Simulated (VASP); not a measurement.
# MoS in VASP: a series of runs

MoS is run at these levels: PBEsol; tasks: single point.

All numbers are computed with VASP 6.6.1; they aren't measurements. Logs are shortened: lines on timing, memory, paths and dates and some standing lists are left out, and cuts for length are marked.

### Step 1. The cell of the first run

The cell holds a slab with vacuum, 4 atoms: a = 3.143 Å, b = 3.143 Å, c = 21.283 Å, α = 90.00°, β = 90.00°, γ = 120.00°.

### Step 2. Single point, PBEsol

INCAR

```
SYSTEM = MoS
ALGO = Normal ; DIPOL = 0.5 0.5 0.500
EDIFF = 1E-6 ; ENCUT = 520
GGA = PS ; IDIPOL = 3
ISIF = 2 ; ISMEAR = 0
LASPH = .TRUE. ; LCHARG = .FALSE.
LDIPOL = .TRUE. ; LREAL = .FALSE.
LWAVE = .FALSE. ; NBANDS = 28
NELM = 80 ; PREC = Accurate
SIGMA = 0.05
```

KPOINTS

```
k-points
0
G
  9 9 1
  0 0 0
```

POSCAR

```
MoS
1.0
    3.1431208273      0.0000000000      0.0000000000
   -1.5715604137      2.7220224836      0.0000000000
    0.0000000000      0.0000000000     21.2832906737
Mo S
2 2
Direct
    0.6666666667      0.3333333333      0.3656173889
    0.3333333333      0.6666666667      0.6343693867
    0.3333333333      0.6666666667      0.4344406027
    0.0000000000      0.0000000000      0.5655475382
```

Potentials or basis: VASP PAW PBE potentials, release 64 (Mo_sv, S).

On the command line:

```sh
$ cat potpaw_PBE.64/Mo_sv/POTCAR potpaw_PBE.64/S/POTCAR > POTCAR
$ mpirun -np 1 vasp_std > vasp.out
```

OUTCAR:

```text
SYSTEM = MoS
   EDIFF = 1E-6
   ENCUT = 520
   GGA = PS
   ISIF = 2
   ISMEAR = 0
   LASPH = .TRUE.
   LREAL = .FALSE.
   NELM = 80
   PREC = Accurate

 ion  position               nearest neighbor table
   1  0.667  0.333  0.366-   3 2.33   3 2.33   3 2.33
   2  0.333  0.667  0.634-   4 2.33   4 2.33   4 2.33
   3  0.333  0.667  0.434-   1 2.33   1 2.33   1 2.33
   4  0.000  0.000  0.566-   2 2.33   2 2.33   2 2.33

  LATTYP: Found a hexagonal cell.
 ALAT       =     3.1431208273
 C/A-ratio  =     6.7713880067

  Lattice vectors:

 A1 = (   3.1431208273,   0.0000000000,   0.0000000000)
 A2 = (  -1.5715604137,   2.7220224836,   0.0000000000)
 A3 = (   0.0000000000,   0.0000000000,  21.2832906737)

Analysis of symmetry for initial positions (statically):
=====================================================================
 Subroutine PRICEL returns:
 Original cell was already a primitive cell.

 Routine SETGRP: Setting up the symmetry group for a
 hexagonal supercell.

 Subroutine GETGRP returns: Found  6 space group operations
 (whereof  6 operations were pure point group operations)
 out of a pool of 24 trial point group operations.

The static configuration has the point symmetry C_3v.

Analysis of symmetry for dynamics (positions and initial velocities):
=====================================================================
 Subroutine PRICEL returns:
 Original cell was already a primitive cell.

 Routine SETGRP: Setting up the symmetry group for a
 hexagonal supercell.

 Subroutine GETGRP returns: Found  6 space group operations
 (whereof  6 operations were pure point group operations)
 out of a pool of 24 trial point group operations.

The dynamic configuration has the point symmetry C_3v.

 Subroutine INISYM returns: Found  6 space group operations
 (whereof  6 operations are pure point group operations),
 and found     1 'primitive' translations

----------------------------------------------------------------------------------------

                                     Primitive cell

  volume of cell :     182.0923

  direct lattice vectors                    reciprocal lattice vectors
     3.143120827  0.000000000  0.000000000     0.318155125  0.183686947  0.000000000
    -1.571560414  2.722022484  0.000000000     0.000000000  0.367373894  0.000000000
     0.000000000  0.000000000 21.283290674     0.000000000  0.000000000  0.046985216

  length of vectors
     3.143120827  3.143120827 21.283290674     0.367373894  0.367373894  0.046985216

  position of ions in fractional coordinates (direct lattice)
     0.666666667  0.333333333  0.365617389
     0.333333333  0.666666667  0.634369387
     0.333333333  0.666666667  0.434440603
     0.000000000  0.000000000  0.565547538

  ion indices of the primitive-cell ions
   primitive index   ion index
                 1           1
                 2           2
                 3           3
                 4           4

----------------------------------------------------------------------------------------

 KPOINTS: k-points

Automatic generation of k-mesh.
 Grid dimensions read from file:
 generate k-points for:    9    9    1

 Generating k-lattice:

  Cartesian coordinates                     Fractional coordinates (reciprocal lattice)
     0.035350569  0.020409661  0.000000000     0.111111111  0.000000000  0.000000000
     0.000000000  0.040819322  0.000000000     0.000000000  0.111111111  0.000000000
     0.000000000  0.000000000  0.046985216     0.000000000  0.000000000  1.000000000

  Length of vectors
     0.040819322  0.040819322  0.046985216

  Shift w.r.t. Gamma in fractional coordinates (k-lattice)
     0.000000000  0.000000000  0.000000000

 Subroutine IBZKPT returns following result:
 ===========================================

 Found     12 irreducible k-points:

 Following reciprocal coordinates:
            Coordinates               Weight
  0.000000  0.000000  0.000000      1.000000
  0.111111  0.000000  0.000000      6.000000
  0.222222  0.000000  0.000000      6.000000
  0.333333  0.000000  0.000000      6.000000
  0.444444  0.000000  0.000000      6.000000
  0.111111  0.111111  0.000000      6.000000
  0.222222  0.111111  0.000000     12.000000
  0.333333  0.111111  0.000000     12.000000
  0.444444  0.111111  0.000000      6.000000
  0.222222  0.222222  0.000000      6.000000
  0.333333  0.222222  0.000000     12.000000
  0.333333  0.333333  0.000000      2.000000
   k-points           NKPTS =     12   k-points in BZ     NKDIM =     12   number of bands    NBANDS=     28
   number of dos      NEDOS =    301   number of ions     NIONS =      4
   total plane-waves  NPLWV =  92160
   dimension x,y,z NGX =    24 NGY =   24 NGZ =  160
   dimension x,y,z NGXF=    48 NGYF=   48 NGZF=  320
   ions per type =               2   2
   NGX,Y,Z   is equivalent  to a cutoff of  12.69, 12.69, 12.50 a.u.
   NGXF,Y,Z  is equivalent  to a cutoff of  25.39, 25.39, 25.00 a.u.
 SYSTEM =  MoS
   PREC   = accura    normal or accurate (medium, high low for compatibility)
   ISTART =      0    job   : 0-new  1-cont  2-samecut
   ICHARG =      2    charge: 1-file 2-atom 10-const
   ISPIN  =      1    spin polarized calculation?
   LNONCOLLINEAR =      F non collinear calculations
   LSORBIT =      F    spin-orbit coupling
   LASPH  =      T    aspherical Exc in radial PAW
   ENCUT  =  520.0 eV  38.22 Ry    6.18 a.u.   5.84  5.84 39.57*2*pi/ulx,y,z
   NELM   =     80;   NELMIN=  2; NELMDL= -5     # of ELM steps
   EDIFF  = 0.1E-05   stopping-criterion for ELM
   LREAL  =      F    real-space projection
   EDIFFG = 0.1E-04   stopping-criterion for IOM
   NSW    =      0    number of steps for IOM
   IBRION =     -1    ionic relax: 0-MD 1-quasi-New 2-CG
   NFREE  =      0    steps in history (QN), initial steepest desc. (CG)
   ISIF   =      2    stress and relaxation
   ISYM   =      2    0-nonsym 1-usesym 2-fastsym
   POTIM  = 0.5000    time-step for ionic-motion
   TEBEG  =    0.0;   TEEND  =   0.0 temperature during run
   PSTRESS=    0.0 pullay stress
   NELECT =      40.0000    total number of electrons
   NUPDOWN=      -1.0000    fix difference up-down
   EMIN   =  10.00;   EMAX   =-10.00  energy-range for DOS
   EFERMI =   0.00;   METHOD = LEGACY
   ISMEAR =     0;   SIGMA  =   0.05  broadening in eV -4-tet -1-fermi 0-gaus
   EFERMI_NEDOS =   21; number of points for ismear=-14 and -15
   IALGO  =     38    algorithm
   IMIX   =      4    mixing-type and parameters
     AMIX     =   0.40;   BMIX     =  1.00
     AMIX_MAG =   1.60;   BMIX_MAG =  1.00
  volume/ion in A,a.u.               =      45.52       307.20
  Fermi-wavevector in a.u.,A,eV,Ry     =   0.987789  1.866651 13.275581  0.975728
  Thomas-Fermi vector in A             =   2.119269
   LORBIT       =      0    0 simple, 1 ext, 2 COOP (PROOUT), +10 PAW based schemes
   GGA     = PS    functional components
   LHFCALC =     F    Hartree Fock is set to
   AEXX    =    0.0000 exact exchange contribution
   IVDW    =     0    specifies the selected vdW correction
   LEPSILON=     F    determine dielectric tensor
   LRPA    =     F    only Hartree local field effects (RPA)
 non-spin polarized calculation
 Gauss-broadening in eV      SIGMA  =   0.05
  energy-cutoff  :      520.00
  volume of cell :      182.09
 maximum number of plane-waves:      4924
 NGX is ok and might be reduce to    24
   NGX = 11   NGY = 11   NGZ = 79

 dipolmoment           0.000000      0.000000      0.000025 electrons x Angstroem

 number of electron      40.0000006 magnetization

 dipolmoment           0.000000      0.000000     -0.000713 electrons x Angstroem

 Free energy of the ion-electron system (eV)
  ---------------------------------------------------
  ext. energy  EPLUGINS =         0.00000000
  ---------------------------------------------------
  free energy    TOTEN  =       -31.27075828 eV

  energy without entropy =      -31.26582923  energy(sigma->0) =      -31.26829375

 E-fermi :   0.6286     XC(G=0):  -5.3291

 val. band max:        0.5867678504   @ k =   0.1111   0.1111   0.0000
 cond. band min:       0.6550845186   @ k =   0.0000   0.0000   0.0000
 fundamental gap:      0.0683166682
 Fermi energy:         0.6286291237

 k-point     1 :       0.0000    0.0000    0.0000
  band No.  band energies     occupation
      1     -60.3334      2.00000
      2     -60.3238      2.00000
      3     -34.5391      2.00000
      4     -34.5259      2.00000
      5     -34.2381      2.00000
      6     -34.2381      2.00000
[... 20 lines left out ...]
     27       3.8076      0.00000
     28       3.8076      0.00000

 k-point     2 :       0.1111    0.0000    0.0000
  band No.  band energies     occupation
      1     -60.3284      2.00000
      2     -60.3188      2.00000
      3     -34.5313      2.00000
      4     -34.5182      2.00000
      5     -34.2855      2.00000
      6     -34.2779      2.00000
[... 20 lines left out ...]
     27       3.8130      0.00000
     28       3.9494      0.00000

 k-point     3 :       0.2222    0.0000    0.0000
  band No.  band energies     occupation
      1     -60.3157      2.00000
      2     -60.3062      2.00000
      3     -34.5127      2.00000
      4     -34.4998      2.00000
      5     -34.4029      2.00000
      6     -34.3951      2.00000
[... 20 lines left out ...]
     27       4.1496      0.00000
     28       4.5131      0.00000

 k-point     4 :       0.3333    0.0000    0.0000
  band No.  band energies     occupation
      1     -60.3013      2.00000
      2     -60.2918      2.00000
      3     -34.5454      2.00000
      4     -34.5374      2.00000
      5     -34.4800      2.00000
      6     -34.4673      2.00000
[... 206 lines left out ...]
     27       5.6559      0.00000
     28       5.8690      0.00000

 k-point    11 :       0.3333    0.2222    0.0000
  band No.  band energies     occupation
      1     -60.2877      2.00000
      2     -60.2782      2.00000
      3     -34.5788      2.00000
      4     -34.5711      2.00000
      5     -34.4619      2.00000
      6     -34.4489      2.00000
[... 20 lines left out ...]
     27       6.1181      0.00000
     28       6.4252      0.00000

 k-point    12 :       0.3333    0.3333    0.0000
  band No.  band energies     occupation
      1     -60.2852      2.00000
      2     -60.2757      2.00000
      3     -34.5343      2.00000
      4     -34.5267      2.00000
      5     -34.5009      2.00000
      6     -34.4933      2.00000
[... 20 lines left out ...]
     27       6.2561      0.00000
     28       6.6539      0.00000

------------------------ aborting loop because EDIFF is reached ----------------------------------------

 vacuum level on the upper side and lower side of the slab       (xc-potential included)        -0.190        -0.178

  FORCE on cell =-STRESS in cart. coord.  units (eV):
  Direction    XX          YY          ZZ          XY          YZ          ZX
  --------------------------------------------------------------------------------------
  -------------------------------------------------------------------------------------
  Total       -6.7287866     -6.7287866      0.0685663      0.0000000      0.0000000     -0.0000000
  in kB      -59.2046446    -59.2046446      0.6032951      0.0000000      0.0000000     -0.0000000
  external PRESSURE =     -39.2686647 kB  Pullay stress =       0.0000000 kB

 VOLUME and BASIS-vectors are now :
 -----------------------------------------------------------------------------
  energy-cutoff  :      520.00
  volume of cell :      182.09
      direct lattice vectors                 reciprocal lattice vectors
     3.143120827  0.000000000  0.000000000     0.318155125  0.183686947  0.000000000
    -1.571560414  2.722022484  0.000000000     0.000000000  0.367373894  0.000000000
     0.000000000  0.000000000 21.283290674     0.000000000  0.000000000  0.046985216

 POSITION                                       TOTAL-FORCE (eV/Angst)
 -----------------------------------------------------------------------------------
      1.57156      0.90734      7.78154         0.000000      0.000000     -0.022171
     -0.00000      1.81468     13.50147         0.000000     -0.000000      0.022449
     -0.00000      1.81468      9.24633        -0.000000      0.000000      0.010529
      0.00000      0.00000     12.03671        -0.000000      0.000000     -0.010806
 -----------------------------------------------------------------------------------
    total drift:                                0.000000     -0.000000      0.000042

  FREE ENERGIE OF THE ION-ELECTRON SYSTEM (eV)
  ---------------------------------------------------
  free  energy   TOTEN  =       -31.2707582794 eV

  energy  without entropy=      -31.2658292268  energy(sigma->0) =      -31.26829375

 vacuum level on the upper side and lower side of the slab         4.818         4.828
```

Run time: 90 s. Hardware: 1 thread of Intel Xeon Platinum 8488C (Sapphire Rapids), shared host; peak memory 0.3 GiB.

What came out:

```
Free energy            : -31.2708 eV
Largest force          : 0.022 eV/Å
Band gap on the k mesh : zero (band 20 reaches 0.66 eV, above the bottom of band 21 at 0.59 eV)
```

Forces on the atoms (eV/Å):
```
Mo   0.000  0.000 -0.022
Mo   0.000  0.000  0.022
S    0.000  0.000  0.011
S    0.000  0.000 -0.011
```

Levels at points of the mesh, in eV from the Fermi level:
| k point | band 17 | band 18 | band 19 | band 20 | band 21 | band 22 | band 23 | band 24 |
| --- | --- | --- | --- | --- | --- | --- | --- | --- |
| (0.00, 0.00, 0.00) | -0.88 | -0.58 | -0.53 | 0.03 | 0.03 | 0.05 | 0.05 | 0.98 |

Caveat: the PAW data sets were made with another functional, which shifts forces and pressure a little.

### Step 3. Single point, PBEsol

INCAR

```
SYSTEM = MoS
ALGO     = Normal         ! electronic algorithm
EDIFF    = 1E-6           ! SCF threshold, eV
ENCUT    = 520            ! plane-wave cutoff, eV
GGA      = PS             ! functional
ISIF     = 2              ! what is computed and relaxed
ISMEAR   = 0              ! smearing method
LASPH    = .True.         ! aspherical terms in the spheres
LCHARG   = .False.        ! write CHGCAR
LREAL    = .False.        ! projectors in reciprocal space
LWAVE    = .False.        ! write WAVECAR
NBANDS   = 28             ! bands
NELM     = 60             ! most SCF steps
PREC     = Accurate       ! precision mode
SIGMA    = 0.05           ! smearing width, eV
```

KPOINTS

```
k-points
0
Gamma
  9 9 1
  0 0 0
```

POSCAR

```
MoS
1.0
    3.1431208273      0.0000000000      0.0000000000
   -1.5715604137      2.7220224836      0.0000000000
    0.0000000000      0.0000000000     21.2832906737
Mo S
2 2
Direct
    0.6666666667      0.3333333333      0.3523891167
    0.3333333333      0.6666666667      0.6476108833
    0.3333333333      0.6666666667      0.4255867827
    0.0000000000      0.0000000000      0.5743881339
```

Potentials or basis: VASP PAW PBE potentials, release 64 (Mo_sv, S).

On the command line:

```sh
$ cat potpaw_PBE.64/Mo_sv/POTCAR potpaw_PBE.64/S/POTCAR > POTCAR
$ mpirun -np 1 vasp_std > vasp.out
```

OUTCAR:

```text
SYSTEM = MoS
   EDIFF = 1E-6
   ENCUT = 520
   GGA = PS
   ISIF = 2
   ISMEAR = 0
   LASPH = .True.
   LREAL = .False.
   NELM = 60
   PREC = Accurate

 ion  position               nearest neighbor table
   1  0.667  0.333  0.352-   3 2.39   3 2.39   3 2.39
   2  0.333  0.667  0.648-   4 2.39   4 2.39   4 2.39
   3  0.333  0.667  0.426-   1 2.39   1 2.39   1 2.39
   4  0.000  0.000  0.574-   2 2.39   2 2.39   2 2.39

  LATTYP: Found a hexagonal cell.
 ALAT       =     3.1431208273
[... 555 lines left out ...]
  FORCE on cell =-STRESS in cart. coord.  units (eV):
  Direction    XX          YY          ZZ          XY          YZ          ZX
  --------------------------------------------------------------------------------------
  -------------------------------------------------------------------------------------
  Total       -9.1614798     -9.1614798     -3.8930268      0.0000000      0.0000000     -0.0000000
  in kB      -80.6092073    -80.6092073    -34.2536149      0.0000000      0.0000000     -0.0000000
  external PRESSURE =     -65.1573432 kB  Pullay stress =       0.0000000 kB

 VOLUME and BASIS-vectors are now :
 -----------------------------------------------------------------------------
  energy-cutoff  :      520.00
  volume of cell :      182.09
      direct lattice vectors                 reciprocal lattice vectors
     3.143120827  0.000000000  0.000000000     0.318155125  0.183686947  0.000000000
    -1.571560414  2.722022484  0.000000000     0.000000000  0.367373894  0.000000000
     0.000000000  0.000000000 21.283290674     0.000000000  0.000000000  0.046985216

 POSITION                                       TOTAL-FORCE (eV/Angst)
 -----------------------------------------------------------------------------------
      1.57156      0.90734      7.50000         0.000000     -0.000000      1.197877
     -0.00000      1.81468     13.78329        -0.000000      0.000000     -1.212202
     -0.00000      1.81468      9.05789        -0.000000      0.000000     -1.163215
      0.00000      0.00000     12.22487        -0.000000      0.000000      1.177541
 -----------------------------------------------------------------------------------
    total drift:                                0.000000      0.000000      0.000007

  FREE ENERGIE OF THE ION-ELECTRON SYSTEM (eV)
  ---------------------------------------------------
  free  energy   TOTEN  =       -31.1380594488 eV

  energy  without entropy=      -31.1335329572  energy(sigma->0) =      -31.13579620
```

stdout:

```text
POSCAR found type information on POSCAR MoS
 POSCAR found :  2 types and       4 ions
 scaLAPACK will be used
 -----------------------------------------------------------------------------
|                                                                             |
|                                                                             |
|     You enforced a specific xc type in the INCAR file but a different       |
|     I HOPE YOU KNOW WHAT YOU ARE DOING!                                     |
|                                                                             |
 -----------------------------------------------------------------------------

 LDA part: xc-table for (Slater+PW92), standard interpolation
 POSCAR, INCAR and KPOINTS ok, starting setup
 FFT: planning ... GRIDC
 FFT: planning ... GRID_SOFT
 FFT: planning ... GRID
 WAVECAR not read
 entering main loop
```

It took 71 s on 1 thread of Intel Xeon Platinum 8488C (Sapphire Rapids), shared host; peak memory 0.3 GiB.

Results:

```
Free energy            : -31.1381 eV
Largest force          : 1.212 eV/Å
Band gap on the k mesh : zero (band 20 reaches 0.72 eV, above the bottom of band 21 at 0.61 eV)
```

Forces in eV/Å, atoms in the order of the input:
```
Mo   0.000  0.000  1.198
Mo   0.000  0.000 -1.212
S    0.000  0.000 -1.163
S    0.000  0.000  1.178
```

Caveat: the PAW data sets were made with another functional, which shifts forces and pressure a little.
